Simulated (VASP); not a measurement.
Set up this calculation in VASP 6.6.1, as the native input.

| Property | Result |
| --- | --- |
| Task | single point |
| Functional | PBEsol |
| Potentials or basis | VASP PAW PBE potentials, release 64 (Ir) |
| Cutoff | 520 eV |
| k mesh | 18 × 18 × 12 |
| Occupations | gaussian, width 0.15 eV |
| Spin | no spin polarisation |
| Dipole correction | no |
| Further INCAR settings | ALGO = Normal; EDIFF = 1e-06; NBANDS = 16 |

The structure of Ir lies in POSCAR:

```
Ir
1.0
    2.8614330104      0.0000000000      0.0000000000
   -1.4307165052      2.4780736782      0.0000000000
    0.0000000000      0.0000000000      4.2837984000
Ir
2
Direct
    0.6666666667      0.3333333333      0.7500000000
    0.3333333333      0.6666666667      0.2500000000
```

This isn't the form of Ir at room conditions, which is fcc.

This cell differs from its parent crystal: strain +0.040 along x and y, -0.040 along z.

One way to write it, as run:

INCAR

```
PREC = Accurate
ENCUT = 520
EDIFF = 1E-6
ISMEAR = 0
SIGMA = 0.15
LREAL = F
LASPH = T
NELM = 80
ALGO = Normal
ISIF = 2
LWAVE = F
LCHARG = F
GGA = PS
NBANDS = 16
```

KPOINTS

```
regular mesh
0
Gamma
  18 18 12
```

Potentials or basis: VASP PAW PBE potentials, release 64 (Ir).

The run is started by

```console
$ cat potpaw_PBE.64/Ir/POTCAR > POTCAR
$ mpirun -np 1 vasp_std > vasp.out
```

Results of the run:

```
Pressure               : -20.0 GPa
Band gap on the k mesh : zero (bands 9 and 10 overlap by 2.70 eV)
```

Caveat: the cell differs from its parent crystal (strain +0.040 along x and y, -0.040 along z); the stress differs along the axes, from -26 to -7 GPa; the PAW data sets were made with another functional, which shifts forces and pressure a little; spin-orbit coupling is left out, which moves the levels of the heavy elements.

Wall time 2.2 min on 1 thread of Intel(R) Xeon(R) Platinum 8259CL CPU @ 2.50GHz (Skylake/Cascade Lake), with other jobs on the host, peak memory 0.23 GiB.
